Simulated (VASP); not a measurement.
# CaAl35N35 (a cell with a defect) in VASP: notebook, part 2 of 3

VASP 6.6.1. The steps go on from the part before.

### 3 Single point, PBE

Contents of INCAR:

```
SYSTEM = CaAl35N35
ALGO = Normal
EDIFF = 1E-6
ENCUT = 520
GGA = PE
ISIF = 2
ISMEAR = -1
LASPH = .TRUE.
LCHARG = .FALSE.
LREAL = Auto
LWAVE = .FALSE.
NBANDS = 186
NELECT = 288.0
NELM = 60
PREC = Accurate
SIGMA = 0.01
```

Contents of KPOINTS:

```
Automatic mesh
0
Gamma
  1 1 1
  0.25 0.25 0.25
```

Contents of POSCAR:

```
CaAl35N35
1.0
    9.3892708701      0.0000000899      0.0000000000
   -4.6946355101      8.1313470499      0.0000000000
    0.0000000000      0.0000000000     10.0348065900
Al N Ca
35 35 1
Direct
    0.2262079645      0.1125878673      0.2487281000
    0.0832164198      0.1680598048      0.5193407847
    0.2286705065      0.1102248541      0.7531115728
    0.1054370293      0.2084280024      0.9973411759
    0.2239470022      0.4446368874      0.1753831986
    0.0821214633      0.5805917730      0.5195449271
    0.2240633944      0.4445796040      0.7636741202
    0.1054963802      0.5623638094      0.9973572061
    0.2261421164      0.7788825272      0.2486253768
    0.1141373055      0.8897354360      0.4985857540
    0.2288211193      0.7837448894      0.7530336672
    0.1124136369      0.8888640599      1.0023042503
    0.5569303759      0.1113627474      0.2506749847
    0.4513560637      0.2237591579      0.5015703703
    0.5570514072      0.1112732028      0.7513852977
    0.4478378902      0.2221870752      1.0008258300
    0.5603079064      0.4424166070      0.2485703309
    0.5562507160      0.4450317176      0.7507717812
    0.4590535640      0.5624437423      0.9928309715
    0.5609794749      0.7841538811      0.2481848600
    0.4518097820      0.8942304344      0.5016101757
    0.5564571832      0.7768279301      0.7509913831
    0.4478383123      0.8913390577      1.0008690748
    0.8902211218      0.1112144429      0.2498741513
    0.7766871306      0.2209256388      0.5015314170
    0.8831879611      0.1078217933      0.7534964275
    0.7777064733      0.2214728171      1.0023481833
    0.8899954129      0.4442115343      0.2497990348
    0.7701042643      0.5544853139      0.4993571961
    0.8829614917      0.4401571003      0.7534958632
    0.7800545766      0.5567442026      1.0010701793
    0.8910735342      0.7780893548      0.2496937847
    0.7713115554      0.8814223211      0.4996521084
    0.8903321331      0.7775763793      0.7501436284
    0.7802669420      0.8887034935      1.0009773990
    0.2258116458      0.1144574202      0.4411547146
    0.1115547296      0.2188043260      0.1898153968
    0.2245994347      0.1098353221      0.9408219419
    0.1128470619      0.2233603157      0.6968061084
    0.1114641002      0.5575633131      0.1896938002
    0.2207810551      0.4433675555      0.9610155420
    0.1128554559      0.5539736871      0.6963470819
    0.2259298597      0.7766949398      0.4412197934
    0.1143183442      0.8895308250      0.1929880606
    0.2246778844      0.7806180853      0.9407211305
    0.1137743982      0.8890777889      0.6885170813
    0.5569143469      0.1118060679      0.4408468776
    0.4457946075      0.2209982969      0.1896123940
    0.5577398803      0.1119076117      0.9407895928
    0.4469546951      0.2223748391      0.6913438233
    0.5606240273      0.4352565184      0.4346201280
    0.4496422122      0.5576638509      0.1918827152
    0.5599754701      0.4433428483      0.9418286639
    0.4402276686      0.5527007144      0.7095574493
    0.5628148173      0.7938273099      0.4344696598
    0.4458263950      0.8899877315      0.1896638471
    0.5601521014      0.7829443915      0.9420407116
    0.4470924778      0.8895589587      0.6913251604
    0.8895061726      0.1118652698      0.4408870604
    0.7803227210      0.2225247944      0.1924186193
    0.8878258931      0.1102282887      0.9410410070
    0.7788376729      0.2216258274      0.6908904637
    0.8887280774      0.4429548099      0.4407530919
    0.7824037033      0.5569327021      0.1902182139
    0.8877696317      0.4432844557      0.9409794345
    0.7799846002      0.5556756952      0.6895159384
    0.8920353634      0.7787302531      0.4411820614
    0.7828614777      0.8905787128      0.1900376301
    0.8916488694      0.7786593448      0.9404068680
    0.7800943095      0.8888191829      0.6897837751
    0.3961696053      0.5328015941      0.4806573234
```

Potentials or basis: VASP PAW PBE potentials, release 64 (Al, N, Ca_sv).

Run with:

```bash
cat potpaw_PBE.64/Al/POTCAR potpaw_PBE.64/N/POTCAR potpaw_PBE.64/Ca_sv/POTCAR > POTCAR
mpirun -np 1 vasp_std > vasp.out
```

OUTCAR:

```text
SYSTEM = CaAl35N35
   EDIFF = 1E-6
   ENCUT = 520
   GGA = PE
   ISIF = 2
   ISMEAR = -1
   LASPH = .TRUE.
   LREAL = Auto
   NELECT = 288.0
   NELM = 60
   PREC = Accurate

 ion  position               nearest neighbor table
   1  0.226  0.113  0.249-  48 1.88  37 1.89  44 1.90  36 1.93  12 3.07  16 3.07   4 3.08  10 3.09
                            13 3.11  17 3.12  14 3.13   9 3.13  32 3.14  24 3.15   2 3.19   5 3.21
   2  0.083  0.168  0.519-  59 1.80  36 1.83  39 1.84  10 2.78  33 2.82  26 2.88   3 2.90  24 3.15
                            25 3.16   1 3.19  14 3.23  71 3.23   7 3.33
   3  0.229  0.110  0.753-  50 1.88  38 1.88  46 1.91  39 1.95   2 2.90   4 3.04  16 3.06  11 3.07
                            15 3.08  12 3.08  14 3.11  18 3.11  10 3.12  34 3.15   7 3.16  26 3.23
   4  0.105  0.208  0.997-  61 1.86  38 1.86  37 1.93  41 1.94   5 2.62  35 3.03   7 3.03  12 3.03
                             3 3.04  26 3.04   1 3.08  24 3.08  27 3.14  16 3.15  19 3.32   8 3.32
   5  0.224  0.445  0.175-  40 1.84  37 1.84  52 1.84  41 2.15   8 2.62   4 2.62  19 2.65   9 3.21
                             1 3.21  24 3.22  28 3.22  17 3.25  20 3.26
   6  0.082  0.581  0.520-  63 1.80  43 1.83  42 1.83  10 2.77  29 2.82  30 2.88  11 2.90  28 3.15
                            25 3.16   9 3.19  71 3.22  21 3.25   7 3.33
   7  0.224  0.445  0.764-  54 1.84  42 1.92  39 1.92  41 1.98  19 2.99   4 3.03   8 3.03  18 3.12
                            22 3.12   3 3.16  11 3.16  71 3.17  26 3.18  30 3.18   2 3.33   6 3.33
   8  0.105  0.562  0.997-  65 1.86  45 1.87  40 1.93  41 1.94   5 2.62  31 3.03   7 3.03  12 3.03
                            11 3.04  30 3.05   9 3.08  28 3.08  27 3.14  23 3.15  19 3.32   4 3.32
   9  0.226  0.779  0.249-  56 1.88  44 1.89  40 1.89  43 1.93  12 3.07  23 3.07   8 3.08  10 3.09
[... 43 lines left out ...]
  31  0.780  0.557  0.001-  53 1.89  65 1.90  64 1.90  69 1.90   8 3.03  19 3.04  30 3.06  17 3.06
                            32 3.08  28 3.08  34 3.09  18 3.10  35 3.12  12 3.12  16 3.13  27 3.14
  32  0.891  0.778  0.250-  68 1.89  64 1.89  44 1.90  67 1.92  12 3.07  31 3.08  35 3.08  10 3.09
                            33 3.10  29 3.10  20 3.13  17 3.13  28 3.13  24 3.13   9 3.14   1 3.14
  33  0.771  0.881  0.500-  55 1.82  70 1.91  67 1.91  59 1.96   2 2.82  20 3.05  21 3.06  29 3.06
                            22 3.07  32 3.10  34 3.10  24 3.13  26 3.14  25 3.16  10 3.18
  34  0.890  0.778  0.750-  70 1.90  66 1.90  69 1.91  46 1.92  31 3.09  35 3.09  33 3.10  29 3.10
                            12 3.11  10 3.11  18 3.13  22 3.13  30 3.13  26 3.14  11 3.15   3 3.15
  35  0.780  0.889  0.001-  57 1.89  68 1.90  61 1.90  69 1.90   4 3.03  19 3.04  20 3.06  26 3.06
                            32 3.08  24 3.08  34 3.09  22 3.10  31 3.12  12 3.12  23 3.13  27 3.14
  36  0.226  0.114  0.441-   2 1.83  10 1.92   1 1.93  14 1.93
  37  0.112  0.219  0.190-   5 1.84   1 1.89  24 1.90   4 1.93
  38  0.225  0.110  0.941-   4 1.86   3 1.88  12 1.90  16 1.91
  39  0.113  0.223  0.697-   2 1.84   7 1.92   3 1.95  26 1.95
  40  0.111  0.558  0.190-   5 1.84   9 1.89  28 1.90   8 1.93
  41  0.221  0.443  0.961-   8 1.94   4 1.94  19 1.96   7 1.98   5 2.15
  42  0.113  0.554  0.696-   6 1.83   7 1.92  11 1.95  30 1.96
  43  0.226  0.777  0.441-   6 1.83  10 1.92   9 1.93  21 1.93
  44  0.114  0.890  0.193-   9 1.89   1 1.90  32 1.90  12 1.91
  45  0.225  0.781  0.941-   8 1.87  11 1.88  12 1.90  23 1.91
  46  0.114  0.889  0.689-  11 1.91  10 1.91   3 1.91  34 1.92
  47  0.557  0.112  0.441-  14 1.87  21 1.87  25 1.89  13 1.91
[... 21 lines left out ...]
  69  0.892  0.779  0.940-  12 1.90  35 1.90  31 1.90  34 1.91
  70  0.780  0.889  0.690-  26 1.89  34 1.90  33 1.91  22 1.92
  71  0.396  0.533  0.481-  55 2.20  51 2.20  54 2.32  20 3.12  17 3.13   7 3.17  21 3.17  14 3.20
                             6 3.22   2 3.23

  LATTYP: Found a hexagonal cell.
 ALAT       =     9.3892708701
 C/A-ratio  =     1.0687524866

  Lattice vectors:

[... 25 lines left out ...]
   TEBEG  =    0.0;   TEEND  =   0.0 temperature during run
   PSTRESS=    0.0 pullay stress
   NELECT =     288.0000    total number of electrons
   NUPDOWN=      -1.0000    fix difference up-down
   EMIN   =  10.00;   EMAX   =-10.00  energy-range for DOS
   EFERMI =   0.00;   METHOD = LEGACY
   ISMEAR =    -1;   SIGMA  =   0.01  broadening in eV -4-tet -1-fermi 0-gaus
   EFERMI_NEDOS =   21; number of points for ismear=-14 and -15
   IALGO  =     38    algorithm
   IMIX   =      4    mixing-type and parameters
     AMIX     =   0.40;   BMIX     =  1.00
     AMIX_MAG =   1.60;   BMIX_MAG =  1.00
  volume/ion in A,a.u.               =      10.79        72.82
  Fermi-wavevector in a.u.,A,eV,Ry     =   1.181511  2.232733 18.993310  1.395969
  Thomas-Fermi vector in A             =   2.317783
   LORBIT       =      0    0 simple, 1 ext, 2 COOP (PROOUT), +10 PAW based schemes
   GGA     = PE    functional components
   LHFCALC =     F    Hartree Fock is set to
   AEXX    =    0.0000 exact exchange contribution
   IVDW    =     0    specifies the selected vdW correction
   LEPSILON=     F    determine dielectric tensor
   LRPA    =     F    only Hartree local field effects (RPA)
 non-spin polarized calculation
  energy-cutoff  :      520.00
  volume of cell :      766.13
 maximum number of plane-waves:     20622
 NGX is ok and might be reduce to    70
   NGX = 35   NGY = 35   NGZ = 37

 number of electron     287.9999973 magnetization

 Free energy of the ion-electron system (eV)
  ---------------------------------------------------
  ext. energy  EPLUGINS =         0.00000000
  ---------------------------------------------------
  free energy    TOTEN  =      -535.50725809 eV

  energy without entropy =     -535.50725809  energy(sigma->0) =     -535.50725809

 E-fermi :   6.3402     XC(G=0): -10.7487

 val. band max:        6.0106866657   @ k =   0.5000  -0.2500   0.2500
 cond. band min:       8.0593528548   @ k =   0.5000  -0.2500   0.2500
 fundamental gap:      2.0486661890
 Fermi energy:         6.3402286711

 k-point     1 :       0.2500    0.2500    0.2500
  band No.  band energies     occupation
      1     -32.2202      2.00000
      2     -13.5110      2.00000
      3     -13.4410      2.00000
      4     -13.3618      2.00000
      5      -9.0008      2.00000
      6      -8.7240      2.00000
[... 943 lines left out ...]
    155      11.6485      0.00000
    156      11.6961      0.00000
 [bands above 156 left out]

------------------------ aborting loop because EDIFF is reached ----------------------------------------

  FORCE on cell =-STRESS in cart. coord.  units (eV):
  Direction    XX          YY          ZZ          XY          YZ          ZX
  --------------------------------------------------------------------------------------
  -------------------------------------------------------------------------------------
  Total       -5.2808613     -5.1990923     -7.3859330     -1.3141900     -0.5326952     -0.5749717
  in kB      -11.0436331    -10.8726331    -15.4458769     -2.7483077     -1.1140021     -1.2024129
  external PRESSURE =     -12.4540477 kB  Pullay stress =       0.0000000 kB

 VOLUME and BASIS-vectors are now :
 -----------------------------------------------------------------------------
  energy-cutoff  :      520.00
  volume of cell :      766.13
      direct lattice vectors                 reciprocal lattice vectors
     9.389270870  0.000000090  0.000000000     0.106504542  0.061490427  0.000000000
    -4.694635510  8.131347050  0.000000000    -0.000000001  0.122980853  0.000000000
     0.000000000  0.000000000 10.034806590     0.000000000  0.000000000  0.099653141

 POSITION                                       TOTAL-FORCE (eV/Angst)
 -----------------------------------------------------------------------------------
      1.59537      0.91549      2.49594         0.018498     -0.021392     -0.014343
     -0.00764      1.36655      5.21148        -0.032900     -0.025715      0.011056
      1.62958      0.89628      7.55733         0.035864     -0.021497      0.003727
      0.01148      1.69480     10.00813        -0.026601      0.020483      0.007799
      0.01529      3.61550      1.75994         0.038187     -0.019587     -0.004089
     -1.95461      4.72099      5.21353        -0.020073      0.015896     -0.026818
[... 63 lines left out ...]
      3.15183      7.22730      6.92185        -0.029635      0.022753     -0.001781
      1.21843      4.33239      4.82330        -0.024487     -0.063843      0.016659
 -----------------------------------------------------------------------------------
    total drift:                               -0.019526     -0.007769      0.042350

  FREE ENERGIE OF THE ION-ELECTRON SYSTEM (eV)
  ---------------------------------------------------
  free  energy   TOTEN  =      -535.5072580872 eV

  energy  without entropy=     -535.5072580872  energy(sigma->0) =     -535.50725809
```

It took 31 min on 1 thread of Intel Xeon Platinum 8259CL at 2.50GHz (Skylake/Cascade Lake), shared host; peak memory 1.1 GiB.

Results:

| Item | Value |
| --- | --- |
| Free energy | -535.5073 eV |
| Largest force | 0.131 eV/Å |

Forces on the atoms (eV/Å):
```
Al   0.018 -0.021 -0.014
Al  -0.033 -0.026  0.011
Al   0.036 -0.021  0.004
Al  -0.027  0.020  0.008
Al   0.038 -0.020 -0.004
Al  -0.020  0.016 -0.027
Al   0.026 -0.004  0.006
Al  -0.029  0.018 -0.010
Al   0.035 -0.016  0.005
Al  -0.013 -0.005 -0.002
Al   0.034 -0.021 -0.001
Al  -0.022  0.015  0.003
Al   0.031 -0.023  0.007
Al  -0.007  0.003  0.005
Al   0.026 -0.016  0.000
Al  -0.027  0.015 -0.001
Al   0.017 -0.005 -0.009
Al   0.028 -0.016 -0.001
Al  -0.030  0.013  0.015
Al   0.028 -0.014  0.034
Al  -0.001 -0.002 -0.009
Al   0.023 -0.024 -0.004
Al  -0.026  0.017  0.006
Al   0.025 -0.021  0.009
Al  -0.021  0.004  0.001
Al   0.009 -0.013  0.011
Al  -0.022  0.012  0.001
Al   0.027 -0.015  0.005
Al  -0.036  0.016 -0.006
Al   0.029 -0.015 -0.001
Al  -0.028  0.010  0.000
Al   0.014 -0.007 -0.003
Al  -0.035  0.012  0.004
Al   0.018 -0.017  0.001
Al  -0.026  0.016  0.005
N    0.011 -0.008  0.007
N   -0.024  0.030 -0.016
N    0.045 -0.028  0.000
N   -0.028  0.023 -0.034
N   -0.053  0.032  0.028
N    0.040 -0.025 -0.018
N   -0.033  0.017  0.015
N    0.019 -0.019  0.004
N   -0.034  0.027 -0.007
N    0.029 -0.025  0.008
N   -0.044  0.031 -0.006
N    0.015 -0.021 -0.007
N   -0.040  0.025  0.000
N    0.032 -0.022 -0.003
N   -0.042  0.019  0.005
N    0.131 -0.003  0.008
N   -0.035  0.004 -0.027
N    0.055 -0.030  0.010
N   -0.041  0.027  0.031
N   -0.013  0.027 -0.043
N   -0.045  0.024 -0.008
N    0.037 -0.024 -0.015
N   -0.041  0.022  0.005
N    0.034  0.011  0.000
N   -0.037  0.027  0.000
N    0.038 -0.012 -0.011
N   -0.034  0.028 -0.003
N    0.023  0.006  0.001
N   -0.036  0.018 -0.002
N    0.039 -0.007  0.003
N   -0.043  0.025  0.003
N    0.053 -0.017  0.005
N   -0.029  0.017  0.001
N    0.044 -0.023 -0.001
N   -0.030  0.023 -0.002
Ca  -0.024 -0.064  0.017
```

Levels at points of the mesh, in eV from the Fermi level:
```tsv
k point	band 141	band 142	band 143	band 144	band 145	band 146	band 147	band 148
(0.25, 0.25, 0.25)	-0.80	-0.68	-0.46	-0.33	1.72	3.68	3.89	4.14
```

Caveat: the cell carries a net charge on a neutralising background, which shifts energy and pressure; the cell is charged against a uniform background, so pressure and absolute levels hang on convention.

[end of part 2 of 3]
